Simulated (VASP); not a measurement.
# Ge in VASP: a series of runs

Runs on Ge. Level: PBEsol. Tasks: single point, relaxation of cell and atoms.

Program: VASP 6.6.1. These are calculated values, not measurements. Logs are shortened: lines on timing, memory, paths and dates and some standing lists are left out, and cuts for length are marked.

### 1 The cell of the first run

It takes space group C2/m (No. 12, monoclinic). The conventional cell has a = 7.014 Å, b = 4.019 Å, c = 3.991 Å, α = 90.00°, β = 123.72°, γ = 90.00°. Within 3.2 Å of Ge (site symmetry m) lie 4 Ge at 2.45 to 2.57 Å.

### 2 Single point, PBEsol (strained and its atoms moved)

Contents of INCAR:

```
SYSTEM = Ge
PREC = Accurate
ENCUT = 520
EDIFF = 1E-6
ISMEAR = 0
SIGMA = 0.1
LREAL = .False.
LASPH = .True.
NELM = 100
ALGO = Normal
ISIF = 2
LWAVE = .False.
LCHARG = .False.
GGA = PS
NBANDS = 21
```

Contents of KPOINTS:

```
Automatic mesh
0
Gamma
  12 12 12
  0 0 0
```

Contents of POSCAR:

```
Ge
1.0
    0.0340018154      2.8222921167      2.8222921167
    2.9340568194      0.0071002127      2.8491937194
    2.9340568194      2.8491937194      0.0071002127
Ge
2
Direct
    0.5182663109      0.4948253260      0.4948253260
    0.7317336891      0.7551746740      0.7551746740
```

Potentials or basis: VASP PAW PBE potentials, release 64 (Ge_d).

Launch:

```bash
$ cat potpaw_PBE.64/Ge_d/POTCAR > POTCAR
$ mpirun -np 1 vasp_std > vasp.out
```

OUTCAR:

```text
SYSTEM = Ge
   PREC = Accurate
   ENCUT = 520
   EDIFF = 1E-6
   ISMEAR = 0
   LREAL = .False.
   LASPH = .True.
   NELM = 100
   ISIF = 2
   GGA = PS

 ion  position               nearest neighbor table
   1  0.518  0.495  0.495-   2 2.45   2 2.45   2 2.45   2 2.57
   2  0.732  0.755  0.755-   1 2.45   1 2.45   1 2.45   1 2.57

  LATTYP: Found a base centered monoclinic cell.
 ALAT       =     7.0135869363
 B/A-ratio  =     0.5730772598
 C/A-ratio  =     0.5691051742
 COS(beta)  =    -0.5551632808

  Lattice vectors:

 A1 = (   2.9000550040,  -2.8151919040,   0.0269016027)
 A2 = (   2.9000550040,   0.0269016027,  -2.8151919040)
 A3 = (   0.0340018154,   2.8222921167,   2.8222921167)

Analysis of symmetry for initial positions (statically):
=====================================================================
 Subroutine PRICEL returns:
 Original cell was already a primitive cell.

 Routine SETGRP: Setting up the symmetry group for a
 base centered monoclinic supercell.

 Subroutine GETGRP returns: Found  4 space group operations
 (whereof  2 operations were pure point group operations)
 out of a pool of  4 trial point group operations.

The static configuration has the point symmetry C_1h.
 The point group associated with its full space group is C_2h.

Analysis of symmetry for dynamics (positions and initial velocities):
=====================================================================
 Subroutine PRICEL returns:
 Original cell was already a primitive cell.

 Routine SETGRP: Setting up the symmetry group for a
 base centered monoclinic supercell.

 Subroutine GETGRP returns: Found  4 space group operations
 (whereof  2 operations were pure point group operations)
 out of a pool of  4 trial point group operations.

The dynamic configuration has the point symmetry C_1h.
 The point group associated with its full space group is C_2h.

 Subroutine INISYM returns: Found  4 space group operations
 (whereof  2 operations are pure point group operations),
 and found     1 'primitive' translations

----------------------------------------------------------------------------------------

                                     Primitive cell

  volume of cell :      46.7934

  direct lattice vectors                    reciprocal lattice vectors
     0.034001815  2.822292117  2.822292117    -0.173482903  0.178205992  0.178205992
     2.934056819  0.007100213  2.849193719     0.171417732 -0.176959239  0.174894068
     2.934056819  2.849193719  0.007100213     0.171417732  0.174894068 -0.176959239

  length of vectors
     3.991468615  4.089822085  4.089822085     0.305959260  0.302136635  0.302136635

  position of ions in fractional coordinates (direct lattice)
     0.518266311  0.494825326  0.494825326
     0.731733689  0.755174674  0.755174674

  ion indices of the primitive-cell ions
   primitive index   ion index
                 1           1
                 2           2

----------------------------------------------------------------------------------------

 KPOINTS: Automatic mesh

Automatic generation of k-mesh.
 Grid dimensions read from file:
 generate k-points for:   12   12   12

 Generating k-lattice:

  Cartesian coordinates                     Fractional coordinates (reciprocal lattice)
    -0.014456909  0.014850499  0.014850499     0.083333333  0.000000000  0.000000000
     0.014284811 -0.014746603  0.014574506     0.000000000  0.083333333  0.000000000
     0.014284811  0.014574506 -0.014746603     0.000000000  0.000000000  0.083333333

  Length of vectors
     0.025496605  0.025178053  0.025178053

  Shift w.r.t. Gamma in fractional coordinates (k-lattice)
     0.000000000  0.000000000  0.000000000

 Subroutine IBZKPT returns following result:
 ===========================================

 Found    476 irreducible k-points:

 Following reciprocal coordinates:
            Coordinates               Weight
  0.000000  0.000000  0.000000      1.000000
  0.083333 -0.000000 -0.000000      2.000000
  0.166667  0.000000  0.000000      2.000000
  0.250000  0.000000  0.000000      2.000000
  0.333333 -0.000000 -0.000000      2.000000
  0.416667  0.000000  0.000000      2.000000
[... 16 lines left out ...]
  0.250000  0.166667  0.000000      4.000000
  0.333333  0.166667  0.000000      4.000000
 [... further k-points ...]
   k-points           NKPTS =    476   k-points in BZ     NKDIM =    476   number of bands    NBANDS=     21
   number of dos      NEDOS =    301   number of ions     NIONS =      2
   total plane-waves  NPLWV =  27000
   dimension x,y,z NGX =    30 NGY =   30 NGZ =   30
   dimension x,y,z NGXF=    60 NGYF=   60 NGZF=   60
   ions per type =               2
   NGX,Y,Z   is equivalent  to a cutoff of  12.50, 12.19, 12.19 a.u.
   NGXF,Y,Z  is equivalent  to a cutoff of  24.99, 24.39, 24.39 a.u.
 SYSTEM =  Ge
   PREC   = accura    normal or accurate (medium, high low for compatibility)
   ISTART =      0    job   : 0-new  1-cont  2-samecut
   ICHARG =      2    charge: 1-file 2-atom 10-const
   ISPIN  =      1    spin polarized calculation?
   LNONCOLLINEAR =      F non collinear calculations
   LSORBIT =      F    spin-orbit coupling
   LASPH  =      T    aspherical Exc in radial PAW
   ENCUT  =  520.0 eV  38.22 Ry    6.18 a.u.   7.42  7.60  7.60*2*pi/ulx,y,z
   NELM   =    100;   NELMIN=  2; NELMDL= -5     # of ELM steps
   EDIFF  = 0.1E-05   stopping-criterion for ELM
   LREAL  =      F    real-space projection
   EDIFFG = 0.1E-04   stopping-criterion for IOM
   NSW    =      0    number of steps for IOM
   IBRION =     -1    ionic relax: 0-MD 1-quasi-New 2-CG
   NFREE  =      0    steps in history (QN), initial steepest desc. (CG)
   ISIF   =      2    stress and relaxation
   ISYM   =      2    0-nonsym 1-usesym 2-fastsym
   POTIM  = 0.5000    time-step for ionic-motion
   TEBEG  =    0.0;   TEEND  =   0.0 temperature during run
   PSTRESS=    0.0 pullay stress
   NELECT =      28.0000    total number of electrons
   NUPDOWN=      -1.0000    fix difference up-down
   EMIN   =  10.00;   EMAX   =-10.00  energy-range for DOS
   EFERMI =   0.00;   METHOD = LEGACY
   ISMEAR =     0;   SIGMA  =   0.10  broadening in eV -4-tet -1-fermi 0-gaus
   EFERMI_NEDOS =   21; number of points for ismear=-14 and -15
   IALGO  =     38    algorithm
   IMIX   =      4    mixing-type and parameters
     AMIX     =   0.40;   BMIX     =  1.00
     AMIX_MAG =   1.60;   BMIX_MAG =  1.00
  volume/ion in A,a.u.               =      23.40       157.89
  Fermi-wavevector in a.u.,A,eV,Ry     =   1.379535  2.606943 25.893467  1.903116
  Thomas-Fermi vector in A             =   2.504495
   LORBIT       =      0    0 simple, 1 ext, 2 COOP (PROOUT), +10 PAW based schemes
   GGA     = PS    functional components
   LHFCALC =     F    Hartree Fock is set to
   AEXX    =    0.0000 exact exchange contribution
   IVDW    =     0    specifies the selected vdW correction
   LEPSILON=     F    determine dielectric tensor
   LRPA    =     F    only Hartree local field effects (RPA)
 non-spin polarized calculation
 Gauss-broadening in eV      SIGMA  =   0.10
  energy-cutoff  :      520.00
  volume of cell :       46.79
 maximum number of plane-waves:      1288
 NGX is ok and might be reduce to    30
   NGX = 15   NGY = 15   NGZ = 15

 number of electron      28.0000008 magnetization

 Free energy of the ion-electron system (eV)
  ---------------------------------------------------
  ext. energy  EPLUGINS =         0.00000000
  ---------------------------------------------------
  free energy    TOTEN  =        -9.80907591 eV

  energy without entropy =       -9.80865110  energy(sigma->0) =       -9.80886351

 E-fermi :   4.7161     XC(G=0):  -9.9793

 val. band max:        4.7148601148   @ k =   0.0000   0.4167   0.0000
 cond. band min:       4.7523143000   @ k =   0.5000   0.5000   0.5000
 fundamental gap:      0.0374541853
 Fermi energy:         4.7160528205

 k-point     1 :       0.0000    0.0000    0.0000
  band No.  band energies     occupation
      1     -20.1910      2.00000
      2     -20.1855      2.00000
      3     -20.1729      2.00000
      4     -20.1497      2.00000
      5     -20.1470      2.00000
      6     -19.9632      2.00000
[... 13 lines left out ...]
     20      13.6233      0.00000
     21      14.2348      0.00000

 k-point     2 :       0.0833   -0.0000   -0.0000
  band No.  band energies     occupation
      1     -20.1927      2.00000
      2     -20.1870      2.00000
      3     -20.1704      2.00000
      4     -20.1462      2.00000
      5     -20.1439      2.00000
      6     -19.9656      2.00000
[... 13 lines left out ...]
     20      13.1153      0.00000
     21      13.6302      0.00000

 k-point     3 :       0.1667    0.0000    0.0000
  band No.  band energies     occupation
      1     -20.1963      2.00000
      2     -20.1903      2.00000
      3     -20.1625      2.00000
      4     -20.1382      2.00000
      5     -20.1367      2.00000
      6     -19.9723      2.00000
[... 13 lines left out ...]
     20      12.7064      0.00000
     21      13.0474      0.00000

 k-point     4 :       0.2500    0.0000    0.0000
  band No.  band energies     occupation
      1     -20.1994      2.00000
      2     -20.1931      2.00000
      3     -20.1499      2.00000
      4     -20.1296      2.00000
      5     -20.1286      2.00000
      6     -19.9844      2.00000
[... 13 lines left out ...]
     20      12.8674      0.00000
     21      12.9989      0.00000

 k-point     5 :       0.3333   -0.0000   -0.0000
  band No.  band energies     occupation
      1     -20.2014      2.00000
      2     -20.1946      2.00000
      3     -20.1351      2.00000
      4     -20.1221      2.00000
      5     -20.1220      2.00000
      6     -20.0003      2.00000
[... 13 lines left out ...]
     20      13.5886      0.00000
     21      13.5957      0.00000

 k-point     6 :       0.4167    0.0000    0.0000
  band No.  band energies     occupation
      1     -20.2023      2.00000
      2     -20.1951      2.00000
      3     -20.1236      2.00000
      4     -20.1178      2.00000
      5     -20.1151      2.00000
      6     -20.0152      2.00000
[... 13 lines left out ...]
     20      14.6894      0.00000
     21      14.8195      0.00000

 k-point     7 :       0.5000    0.0000    0.0000
  band No.  band energies     occupation
      1     -20.2025      2.00000
      2     -20.1952      2.00000
      3     -20.1205      2.00000
      4     -20.1164      2.00000
      5     -20.1105      2.00000
      6     -20.0219      2.00000
[... 13 lines left out ...]
     20      15.2920      0.00000
     21      15.7255      0.00000
[... 291 lines left out ...]
      1     -20.2013      2.00000
      2     -20.1945      2.00000
      3     -20.1791      2.00000
      4     -20.1323      2.00000
      5     -20.1292      2.00000
      6     -19.9758      2.00000
[... 13 lines left out ...]
     20      12.5953      0.00000
     21      13.0214      0.00000

 k-point    21 :       0.0833    0.1667    0.0000
  band No.  band energies     occupation
      1     -20.1985      2.00000
      2     -20.1946      2.00000
      3     -20.1825      2.00000
      4     -20.1359      2.00000
      5     -20.1250      2.00000
      6     -19.9852      2.00000
[... 13 lines left out ...]
     20      12.1578      0.00000
     21      13.4939      0.00000

 k-point    22 :       0.1667    0.1667    0.0000
  band No.  band energies     occupation
      1     -20.2000      2.00000
      2     -20.1962      2.00000
      3     -20.1784      2.00000
      4     -20.1337      2.00000
      5     -20.1163      2.00000
      6     -19.9987      2.00000
[... 13 lines left out ...]
     20      12.7074      0.00000
     21      14.2219      0.00000

 k-point    23 :       0.2500    0.1667    0.0000
  band No.  band energies     occupation
      1     -20.2054      2.00000
      2     -20.1977      2.00000
      3     -20.1672      2.00000
      4     -20.1270      2.00000
      5     -20.1057      2.00000
      6     -20.0125      2.00000
[... 13 lines left out ...]
     20      13.6042      0.00000
     21      14.3819      0.00000

 k-point    24 :       0.3333    0.1667    0.0000
  band No.  band energies     occupation
      1     -20.2103      2.00000
      2     -20.1999      2.00000
      3     -20.1508      2.00000
      4     -20.1182      2.00000
      5     -20.0959      2.00000
      6     -20.0249      2.00000
[... 13 lines left out ...]
     20      13.9183      0.00000
     21      14.8703      0.00000

 [... further k-points ...]

------------------------ aborting loop because EDIFF is reached ----------------------------------------

  FORCE on cell =-STRESS in cart. coord.  units (eV):
  Direction    XX          YY          ZZ          XY          YZ          ZX
  --------------------------------------------------------------------------------------
  -------------------------------------------------------------------------------------
  Total       -0.8591791     -0.2730681     -0.2730681      0.2764022     -0.2565394      0.2764023
  in kB      -29.4177670     -9.3496844     -9.3496844      9.4638438     -8.7837524      9.4638452
  external PRESSURE =     -16.0390453 kB  Pullay stress =       0.0000000 kB

 VOLUME and BASIS-vectors are now :
 -----------------------------------------------------------------------------
  energy-cutoff  :      520.00
  volume of cell :       46.79
      direct lattice vectors                 reciprocal lattice vectors
     0.034001815  2.822292117  2.822292117    -0.173482903  0.178205992  0.178205992
     2.934056819  0.007100213  2.849193719     0.171417732 -0.176959239  0.174894068
     2.934056819  2.849193719  0.007100213     0.171417732  0.174894068 -0.176959239

 POSITION                                       TOTAL-FORCE (eV/Angst)
 -----------------------------------------------------------------------------------
      2.92131      2.87607      2.87607         0.452871     -0.566890     -0.566890
      4.45633      4.22217      4.22217        -0.452871      0.566890      0.566890
 -----------------------------------------------------------------------------------
    total drift:                               -0.000000     -0.000000     -0.000000

  FREE ENERGIE OF THE ION-ELECTRON SYSTEM (eV)
  ---------------------------------------------------
  free  energy   TOTEN  =        -9.8090759097 eV

  energy  without entropy=       -9.8086511031  energy(sigma->0) =       -9.80886351
```

Wall time 2.3 min (1 thread of Intel Xeon 6975P-C (Granite Rapids), shared host); peak memory 0.45 GiB.

Results:

```
Free energy            : -9.8091 eV
Pressure               : -1.6 GPa
Largest force          : 0.921 eV/Å
Band gap on the k mesh : zero (bands 14 and 15 overlap by 0.79 eV)
```

Forces on the atoms (eV/Å):
```
Ge   0.453 -0.567 -0.567
Ge  -0.453  0.567  0.567
```

Stress tensor (GPa, compression positive):
```
-2.94  0.95  0.95
 0.95 -0.93 -0.88
 0.95 -0.88 -0.93
```

Caveat: the cell differs from its parent crystal (strained and its atoms moved); semilocal functionals underestimate gaps, so a narrow gap can read as zero; the PAW data sets were made with another functional, which shifts forces and pressure a little.

(Part 1 of 3 ends here.)
